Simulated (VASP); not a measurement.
# H3C2N in VASP: notebook, part 2 of 2

VASP 6.6.1. Earlier steps stand in the parts before.

**3. Single point, PBE**

Contents of INCAR:

```
SYSTEM = H3C2N
PREC = Accurate ; ENCUT = 910
EDIFF = 1E-6 ; ISMEAR = -1
SIGMA = 0.05 ; LREAL = Auto
LASPH = .TRUE. ; NELM = 120
ALGO = Normal ; ISIF = 2
LWAVE = .FALSE. ; LCHARG = .FALSE.
GGA = PE ; NBANDS = 72
GGA_COMPAT = .FALSE.
```

Contents of KPOINTS:

```
Automatic mesh
0
G
  1 1 1
  0 0 0
```

Contents of POSCAR:

```
H3C2N
1.0
    8.0517480000      0.0000000000      0.0000000000
    0.0000000000      8.0517480000      0.0000000000
    0.0000000000      0.0000000000      8.0517480000
C N H
12 6 18
Direct
    0.6761637349      0.2362344177      0.9081630473
    0.8037385174      0.2966188212      0.8031175342
    0.5227063738      0.3758562737      0.3745522090
    0.5140250291      0.2095197217      0.4452697725
    0.1483528794      0.8657995754      0.4486975996
    0.0377930357      0.9021767696      0.5835999835
    0.0917688929      0.6275407526      0.9797375675
    0.2626262024      0.5881083213      0.9578789599
    0.2873910112      0.0485857232     -0.0874716894
    0.1963921375      0.1198249126      0.0404384241
    0.6784241136      0.6914895995      0.6075575142
    0.7461112792      0.6945324171      0.4367126244
    0.9043998893      0.3469681366      0.7093242362
    0.5108580149      0.0876579843      0.5189432158
   -0.0442140017      0.9336730360      0.6976124936
    0.3980377925      0.5322943540      0.9417458172
    0.1179619630      0.1730555899      0.1478312535
    0.8073153805      0.6732451140      0.3058217917
    0.5743473343      0.3229485076      0.9069955990
    0.6287702993      0.1075542851      0.8797592771
    0.7473408259      0.2178533158      1.0274539144
    0.6239266306      0.4377434565      0.4342535310
    0.5336977759      0.3739933242      0.2383705998
    0.4014407803      0.4459031753      0.3913435940
    0.1001397461      0.9097403446      0.3320645405
    0.2695563746      0.9285064560      0.4515044435
    0.1604744709      0.7271464532      0.4256839633
    0.0110535004      0.5600647213      0.8915206984
    0.0631664081      0.5898470742      1.0982211564
    0.0540131162      0.7651133642      0.9655667316
    0.3034620557      0.1289161062     -0.1945788666
    0.4132394605      0.0353836210     -0.0431459107
    0.2546279392     -0.0798460160     -0.1162356298
    0.7797809867      0.6555967723      0.6867577078
    0.6591487960      0.8196977849      0.6326328146
    0.5880959017      0.5952993064      0.6485175641
```

Potentials or basis: VASP PAW PBE potentials, release 64 (C_h, N_h, H_h).

The run is started by

```console
$ cat potpaw_PBE.64/C_h/POTCAR potpaw_PBE.64/N_h/POTCAR potpaw_PBE.64/H_h/POTCAR > POTCAR
$ mpirun -np 1 vasp_gam > vasp.out
```

OUTCAR:

```text
SYSTEM = H3C2N
   PREC = Accurate
   ENCUT = 910
   EDIFF = 1E-6
   ISMEAR = -1
   LREAL = Auto
   LASPH = .TRUE.
   NELM = 120
   ISIF = 2
   GGA = PE

 ion  position               nearest neighbor table
   1  0.676  0.236  0.908-  19 1.08  20 1.13  21 1.13   2 1.42
   2  0.804  0.297  0.803-  13 1.18   1 1.42
   3  0.523  0.376  0.375-  22 1.07  23 1.10  24 1.14   4 1.46
   4  0.514  0.210  0.445-  14 1.15   3 1.46
   5  0.148  0.866  0.449-  25 1.08  26 1.10  27 1.14   6 1.43
   6  0.038  0.902  0.584-  15 1.16   5 1.43
   7  0.092  0.628  0.980-  29 1.03  28 1.11  30 1.15   8 1.42
   8  0.263  0.588  0.958-  16 1.19   7 1.42
   9  0.287  0.049  0.913-  32 1.08  31 1.09  33 1.09  10 1.39
  10  0.196  0.120  0.040-  17 1.15   9 1.39
  11  0.678  0.691  0.608-  35 1.06  34 1.08  36 1.11  12 1.48
  12  0.746  0.695  0.437-  18 1.18  11 1.48
  13  0.904  0.347  0.709-   2 1.18
  14  0.511  0.088  0.519-   4 1.15
  15  0.956  0.934  0.698-   6 1.16
  16  0.398  0.532  0.942-   8 1.19
  17  0.118  0.173  0.148-  10 1.15
  18  0.807  0.673  0.306-  12 1.18
[... 16 lines left out ...]
  35  0.659  0.820  0.633-  11 1.06
  36  0.588  0.595  0.649-  11 1.11

  LATTYP: Found a simple cubic cell.
 ALAT       =     8.0517480000

  Lattice vectors:

 A1 = (   8.0517480000,   0.0000000000,   0.0000000000)
 A2 = (   0.0000000000,   8.0517480000,   0.0000000000)
 A3 = (   0.0000000000,   0.0000000000,   8.0517480000)

Analysis of symmetry for initial positions (statically):
=====================================================================
 Subroutine PRICEL returns:
 Original cell was already a primitive cell.

 Routine SETGRP: Setting up the symmetry group for a
 simple cubic supercell.

 Subroutine GETGRP returns: Found  1 space group operations
 (whereof  1 operations were pure point group operations)
 out of a pool of 48 trial point group operations.

The static configuration has the point symmetry C_1 .

Analysis of symmetry for dynamics (positions and initial velocities):
=====================================================================
 Subroutine PRICEL returns:
 Original cell was already a primitive cell.

 Routine SETGRP: Setting up the symmetry group for a
 simple cubic supercell.

 Subroutine GETGRP returns: Found  1 space group operations
 (whereof  1 operations were pure point group operations)
 out of a pool of 48 trial point group operations.

The dynamic configuration has the point symmetry C_1 .

 Subroutine INISYM returns: Found  1 space group operations
 (whereof  1 operations are pure point group operations),
 and found     1 'primitive' translations

----------------------------------------------------------------------------------------

                                     Primitive cell

  volume of cell :     522.0000

  direct lattice vectors                    reciprocal lattice vectors
     8.051748000  0.000000000  0.000000000     0.124196634  0.000000000  0.000000000
     0.000000000  8.051748000  0.000000000     0.000000000  0.124196634  0.000000000
     0.000000000  0.000000000  8.051748000     0.000000000  0.000000000  0.124196634

  length of vectors
     8.051748000  8.051748000  8.051748000     0.124196634  0.124196634  0.124196634

  position of ions in fractional coordinates (direct lattice)
     0.676163735  0.236234418  0.908163047
     0.803738517  0.296618821  0.803117534
     0.522706374  0.375856274  0.374552209
     0.514025029  0.209519722  0.445269772
     0.148352879  0.865799575  0.448697600
     0.037793036  0.902176770  0.583599984
[... 28 lines left out ...]
     0.659148796  0.819697785  0.632632815
     0.588095902  0.595299306  0.648517564

  ion indices of the primitive-cell ions
   primitive index   ion index
                 1           1
                 2           2
                 3           3
                 4           4
                 5           5
                 6           6
[... 28 lines left out ...]
                35          35
                36          36

----------------------------------------------------------------------------------------

 KPOINTS: Automatic mesh

Automatic generation of k-mesh.
 Grid dimensions read from file:
 generate k-points for:    1    1    1

 Generating k-lattice:

  Cartesian coordinates                     Fractional coordinates (reciprocal lattice)
     0.124196634  0.000000000  0.000000000     1.000000000  0.000000000  0.000000000
     0.000000000  0.124196634  0.000000000     0.000000000  1.000000000  0.000000000
     0.000000000  0.000000000  0.124196634     0.000000000  0.000000000  1.000000000

  Length of vectors
     0.124196634  0.124196634  0.124196634

  Shift w.r.t. Gamma in fractional coordinates (k-lattice)
     0.000000000  0.000000000  0.000000000

 Subroutine IBZKPT returns following result:
 ===========================================

 Found      1 irreducible k-points:

 Following reciprocal coordinates:
            Coordinates               Weight
  0.000000  0.000000  0.000000      1.000000
   k-points           NKPTS =      1   k-points in BZ     NKDIM =      1   number of bands    NBANDS=     72
   number of dos      NEDOS =    301   number of ions     NIONS =     36
   total plane-waves  NPLWV = 512000
   dimension x,y,z NGX =    80 NGY =   80 NGZ =   80
   dimension x,y,z NGXF=   160 NGYF=  160 NGZF=  160
   ions per type =              12   6  18
   NGX,Y,Z   is equivalent  to a cutoff of  16.52, 16.52, 16.52 a.u.
   NGXF,Y,Z  is equivalent  to a cutoff of  33.04, 33.04, 33.04 a.u.
 SYSTEM =  H3C2N
   PREC   = accura    normal or accurate (medium, high low for compatibility)
   ISTART =      0    job   : 0-new  1-cont  2-samecut
   ICHARG =      2    charge: 1-file 2-atom 10-const
   ISPIN  =      1    spin polarized calculation?
   LNONCOLLINEAR =      F non collinear calculations
   LSORBIT =      F    spin-orbit coupling
   LASPH  =      T    aspherical Exc in radial PAW
   ENCUT  =  910.0 eV  66.88 Ry    8.18 a.u.  19.80 19.80 19.80*2*pi/ulx,y,z
   NELM   =    120;   NELMIN=  2; NELMDL= -5     # of ELM steps
   EDIFF  = 0.1E-05   stopping-criterion for ELM
   LREAL  =      T    real-space projection
   EDIFFG = 0.1E-04   stopping-criterion for IOM
   NSW    =      0    number of steps for IOM
   IBRION =     -1    ionic relax: 0-MD 1-quasi-New 2-CG
   NFREE  =      0    steps in history (QN), initial steepest desc. (CG)
   ISIF   =      2    stress and relaxation
   ISYM   =      2    0-nonsym 1-usesym 2-fastsym
   POTIM  = 0.5000    time-step for ionic-motion
   TEBEG  =    0.0;   TEEND  =   0.0 temperature during run
   PSTRESS=    0.0 pullay stress
   NELECT =      96.0000    total number of electrons
   NUPDOWN=      -1.0000    fix difference up-down
   EMIN   =  10.00;   EMAX   =-10.00  energy-range for DOS
   EFERMI =   0.00;   METHOD = LEGACY
   ISMEAR =    -1;   SIGMA  =   0.05  broadening in eV -4-tet -1-fermi 0-gaus
   EFERMI_NEDOS =   21; number of points for ismear=-14 and -15
   IALGO  =     38    algorithm
   IMIX   =      4    mixing-type and parameters
     AMIX     =   0.40;   BMIX     =  1.00
     AMIX_MAG =   1.60;   BMIX_MAG =  1.00
  volume/ion in A,a.u.               =      14.50        97.85
  Fermi-wavevector in a.u.,A,eV,Ry     =   0.930983  1.759303 11.792568  0.866729
  Thomas-Fermi vector in A             =   2.057429
   LORBIT       =      0    0 simple, 1 ext, 2 COOP (PROOUT), +10 PAW based schemes
   GGA     = PE    functional components
   LHFCALC =     F    Hartree Fock is set to
   AEXX    =    0.0000 exact exchange contribution
   IVDW    =     0    specifies the selected vdW correction
   LEPSILON=     F    determine dielectric tensor
   LRPA    =     F    only Hartree local field effects (RPA)
 non-spin polarized calculation
  energy-cutoff  :      910.00
  volume of cell :      522.00
 maximum number of plane-waves:     16266
 NGX is ok and might be reduce to    80
   NGX = 39   NGY = 39   NGZ = 39

 number of electron      96.0000001 magnetization

 Free energy of the ion-electron system (eV)
  ---------------------------------------------------
  ext. energy  EPLUGINS =         0.00000000
  ---------------------------------------------------
  free energy    TOTEN  =      -220.34089023 eV

  energy without entropy =     -220.34089023  energy(sigma->0) =     -220.34089023

 E-fermi :  -3.0393     XC(G=0):  -6.2112

 val. band max:       -4.2839709401   @ k =   0.0000   0.0000   0.0000
 cond. band min:       1.8197950646   @ k =   0.0000   0.0000   0.0000
 fundamental gap:      6.1037660047
 Fermi energy:        -3.0393408763

 k-point     1 :       0.0000    0.0000    0.0000
  band No.  band energies     occupation
      1     -19.6192      2.00000
      2     -19.4760      2.00000
      3     -19.3572      2.00000
      4     -19.3211      2.00000
      5     -19.1090      2.00000
      6     -19.0353      2.00000
[... 52 lines left out ...]
     59       3.1459      0.00000
     60       3.1553      0.00000
 [bands above 60 left out]

------------------------ aborting loop because EDIFF is reached ----------------------------------------

  FORCE on cell =-STRESS in cart. coord.  units (eV):
  Direction    XX          YY          ZZ          XY          YZ          ZX
  --------------------------------------------------------------------------------------
  -------------------------------------------------------------------------------------
  Total        2.4072346      0.8800062      5.2852410      1.1261929      1.8888966     -0.6930470
  in kB        7.3885373      2.7010076     16.2220172      3.4566295      5.7975999     -2.1271726
  external PRESSURE =       8.7705207 kB  Pullay stress =       0.0000000 kB

 VOLUME and BASIS-vectors are now :
 -----------------------------------------------------------------------------
  energy-cutoff  :      910.00
  volume of cell :      522.00
      direct lattice vectors                 reciprocal lattice vectors
     8.051748000  0.000000000  0.000000000     0.124196634  0.000000000  0.000000000
     0.000000000  8.051748000  0.000000000     0.000000000  0.124196634  0.000000000
     0.000000000  0.000000000  8.051748000     0.000000000  0.000000000  0.124196634

 POSITION                                       TOTAL-FORCE (eV/Angst)
 -----------------------------------------------------------------------------------
      5.44430      1.90210      7.31230         0.791471     -1.807586      1.229499
      6.47150      2.38830      6.46650         1.577178      0.453604     -2.651190
      4.20870      3.02630      3.01580        -1.834441     -0.391623     -0.615275
      4.13880      1.68700      3.58520        -0.189226      1.992049     -0.746914
      1.19450      6.97120      3.61280         0.456193     -1.314603     -0.910271
      0.30430      7.26410      4.69900         0.539814      0.138440     -0.077462
[... 28 lines left out ...]
      5.30730      6.60000      5.09380        -1.039484      0.912902      0.736507
      4.73520      4.79320      5.22170        -0.385910      0.814937     -0.933195
 -----------------------------------------------------------------------------------
    total drift:                               -0.003522     -0.015370     -0.007765

  FREE ENERGIE OF THE ION-ELECTRON SYSTEM (eV)
  ---------------------------------------------------
  free  energy   TOTEN  =      -220.3408902342 eV

  energy  without entropy=     -220.3408902342  energy(sigma->0) =     -220.34089023
```

Run time: 80 s. Hardware: 1 thread of Intel Xeon 6975P-C (Granite Rapids), shared host; peak memory 0.9 GiB.

Results:

```yaml
Free_energy: -220.3409 eV
Pressure: 0.9 GPa
Largest_force: 3.230 eV/Å
Band_gap_on_the_k_mesh: 6.10 eV
```

Forces in eV/Å, atoms in the order of the input:
```
C    0.791 -1.808  1.229
C    1.577  0.454 -2.651
C   -1.834 -0.392 -0.615
C   -0.189  1.992 -0.747
C    0.456 -1.315 -0.910
C    0.540  0.138 -0.077
C   -0.746  2.243 -2.201
C    2.701 -1.352 -0.821
C    1.688 -0.813 -0.972
C   -0.984  0.262  0.536
C    0.907 -0.538 -0.732
C    0.043 -1.527 -0.403
N   -1.083 -0.375  1.284
N   -0.067 -1.699  0.771
N   -0.233  0.033  0.304
N   -2.126  1.215  0.250
N   -0.573  0.554  0.870
N   -0.584  0.621  1.104
H   -0.478  0.475  0.597
H    0.612  0.873 -0.396
H   -1.027  0.413 -0.065
H    0.569  0.436 -0.018
H    0.454 -0.092  0.127
H    0.882 -0.605  0.317
H   -0.764  0.409 -0.540
H    0.067 -0.197  0.702
H    0.070  0.988  0.570
H    0.369 -0.100  0.045
H   -1.028 -0.707  2.601
H    0.704 -1.388  0.168
H   -0.490 -0.003 -0.507
H    0.748 -0.096  0.391
H   -0.497  0.175 -0.334
H    0.952 -0.004  0.321
H   -1.039  0.913  0.737
H   -0.386  0.815 -0.933
```

Caveat: the k points lie up to 0.78 Å⁻¹ apart; the cutoff is under 1.25 times the usual one of these potentials, so pressure, stress and relaxed cells hold a basis-set (Pulay) error.
